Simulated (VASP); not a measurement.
Wanted: the native input for a VASP 6.6.1 run.

- Task: single point
- Functional: PBE
- Potentials or basis: VASP PAW PBE potentials, release 64 (Al, H)
- Cutoff: 500 eV
- k mesh: 6 × 6 × 6
- Occupations: gaussian, width 0.2 eV
- Spin: no spin polarisation
- Dipole correction: no
- Further INCAR settings: ALGO = Normal; EDIFF = 1e-06; NBANDS = 10

The structure of Al2H lies in POSCAR:

```
Al2H
1.0
   -1.9899247374      1.9899247374      2.6829454860
    1.9899247374     -1.9899247374      2.6829454860
    1.9899247374      1.9899247374     -2.6829454860
Al H
2 1
Direct
    0.5000000000      0.0000000000      0.5000000000
    0.0000000000      0.5000000000      0.5000000000
    0.0000000000      0.0000000000      0.0000000000
```

The cell was generated, and may not be a known phase.

One way to write it, as run:

INCAR

```
ALGO = Normal ; EDIFF = 1E-6
ENCUT = 500 ; GGA = PE
GGA_COMPAT = False ; ISIF = 2
ISMEAR = 0 ; LASPH = True
LCHARG = False ; LREAL = False
LWAVE = False ; NBANDS = 10
NELM = 120 ; PREC = Accurate
SIGMA = 0.2
```

KPOINTS

```
k-points
0
Gamma
  6 6 6
```

Potentials or basis: VASP PAW PBE potentials, release 64 (Al, H).

Launch:

```bash
$ cat potpaw_PBE.64/Al/POTCAR potpaw_PBE.64/H/POTCAR > POTCAR
$ mpirun -np 1 vasp_std > vasp.out
```

Results of the run:

| Property | Result |
| --- | --- |
| Pressure | 0.0 GPa |
| Band gap on the k mesh | zero (an odd number of electrons rules out a gap without spin polarisation) |

Run time: 20 s on 1 thread of Intel Xeon 8259CL (shared host), peak memory 0.15 GiB.
